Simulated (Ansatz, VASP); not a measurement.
Cr in VASP and in Ansatz

```
Cr
1.0
     0.00000    2.42780    2.42780
     2.42780    0.00000    2.42780
     2.42780    2.42780    0.00000
Cr
2
Direct
  0.00000 0.00000 0.00000
  0.50000 0.50000 0.50000
```

Alike in both runs: task single point; functional RPBE; k mesh 12 × 12 × 12; occupations fermi-dirac, width 0.05 eV; collinear spin.

|  | VASP | Ansatz |
| --- | --- | --- |
| version | VASP 6.6.1 | Ansatz 0.2.0 |
| potentials or method | VASP PAW PBE potentials, release 64 (Cr_pv), cutoff 520 eV | plane waves (420 eV) with PAW, scalar-relativistic |
| valence electrons in the cell | 24 | 28 |

Ansatz gave:

```
pressure (GPa)                                                : 1.4
net moment per atom (μB)                                      : 0.00
size of the moment on the site where the two differ most (μB) : 2.07
```

Question: Which values does VASP return?

Answer: Pressure (GPa): 1.9; net moment per atom (μB): 0.00; size of the moment on the site where the two differ most (μB): 2.25.

VASP's potentials were made for PBE, not for RPBE. Site moments also hang on the region over which each program counts them. The functional is the same, so the differences come from potentials, cutoffs and numerics. VASP's potentials hold 24 valence electrons a cell and Ansatz's 28, so a difference there can come from the potentials and not from the codes.
